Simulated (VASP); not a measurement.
# F: single point with PBEsol

System: F, a slab with vacuum.

```
F
1.0
     4.23740    0.00000    0.00000
     0.00000    4.23740    0.00000
     0.00000    0.00000    8.80000
F
2
Direct
  0.00000 0.00000 0.00000
  0.50000 0.50000 0.00000
```

```
Program             : VASP 6.6.1
Task                : single point
Functional          : PBEsol
Potentials or basis : VASP PAW PBE potentials, release 64 (F)
Cutoff              : 520 eV
k mesh              : 4 × 4 × 2
Occupations         : fermi-dirac, width 0.05 eV
Spin                : no spin polarisation
```

```yaml
Band_gap_on_the_k_mesh: zero (bands 7 and 8 overlap by 0.26 eV)
```

Levels at points of the mesh, in eV from the Fermi level:
```csv
k point,band 3,band 4,band 5,band 6,band 7,band 8,band 9,band 10,band 11,band 12
"(0.00, 0.00, 0.00)",-0.61,-0.61,-0.28,0.00,0.05,0.05,10.01,11.79,12.51,16.60
"(0.50, 0.00, 0.00)",-0.36,-0.36,-0.29,-0.29,-0.13,-0.13,12.20,12.20,13.68,13.68
"(0.50, 0.50, 0.00)",-0.80,-0.80,-0.12,-0.12,0.12,0.12,14.18,14.18,14.36,14.36
"(0.00, 0.00, 0.50)",-0.61,-0.61,-0.28,0.00,0.05,0.05,10.31,10.83,14.43,14.70
"(0.50, 0.00, 0.50)",-0.36,-0.36,-0.29,-0.29,-0.13,-0.13,12.54,12.54,12.83,12.83
"(0.50, 0.50, 0.50)",-0.80,-0.80,-0.12,-0.12,0.12,0.12,14.42,14.42,14.70,14.70
```

Wall time 51 s on 1 thread of AMD EPYC 7R13 (shared host), peak memory 0.21 GiB.

Caveat: the k points lie up to 0.37 Å⁻¹ apart; there is no dipole correction, which matters where the two faces differ.
